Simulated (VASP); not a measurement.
Input of a VASP 6.6.1 run:

Contents of INCAR:

```
SYSTEM = B3As2
PREC     = Accurate       ! precision mode
ENCUT    = 600            ! plane-wave cutoff, eV
EDIFF    = 1E-6           ! SCF threshold, eV
ISMEAR   = 0              ! smearing method
SIGMA    = 0.1            ! smearing width, eV
LREAL    = .False.        ! projectors in reciprocal space
LASPH    = .True.         ! aspherical terms in the spheres
NELM     = 100            ! most SCF steps
ALGO     = Normal         ! electronic algorithm
ISIF     = 3              ! what is computed and relaxed
LWAVE    = .False.        ! write WAVECAR
LCHARG   = .False.        ! write CHGCAR
GGA      = PE             ! functional
IBRION   = 2              ! ionic algorithm
NSW      = 100            ! ionic steps
EDIFFG   = -0.01          ! ionic threshold
```

File KPOINTS:

```
regular mesh
0
Gamma
  10 10 8
  0 0 0
```

Contents of POSCAR:

```
B3As2
1.0
    3.7883117432      0.0000000000      0.0000000000
    0.0000000000      3.7883117432      0.0000000000
    0.0000000000      0.0000000000      4.4487373354
B As
3 2
Direct
    0.5000000000      0.0000000000      0.0172490288
    0.0000000000      0.5000000000      0.0172490288
    0.0000000000      0.0000000000      0.2307860281
    0.0000000000      0.0000000000      0.7266873253
    0.5000000000      0.5000000000      0.2780285089
```

Potentials or basis: VASP PAW PBE potentials, release 64 (B, As).

Launch:

```bash
$ cat potpaw_PBE.64/B/POTCAR potpaw_PBE.64/As/POTCAR > POTCAR
$ mpirun -np 1 vasp_std > vasp.out
```

Q: Estimate the relaxed cell.

A: a = 3.797 Å, b = 3.797 Å, c = 4.458 Å, α = 90.00°, β = 90.00°, γ = 90.00°.

Q: Estimate the space group after relaxing (to 0.05 Å).

A: P4mm (No. 99).

Step by step:
```
step  energy change (eV)  largest force (eV/Å)  pressure (GPa)  volume (Å³)
   1              0.0000                0.1917            0.29        63.85
   2             -0.0043                0.0864            0.11        64.06
   3             -0.0052                0.1027            0.00        64.21
   4             -0.0058                0.0705            0.04        64.24
   5             -0.0063                0.0663            0.12        64.28
   6             -0.0067                0.0344           -0.16        64.41
   7             -0.0067                0.0221           -0.28        64.46
   8             -0.0070                0.0085           -0.14        64.36
   9             -0.0071                0.0079           -0.04        64.28
```
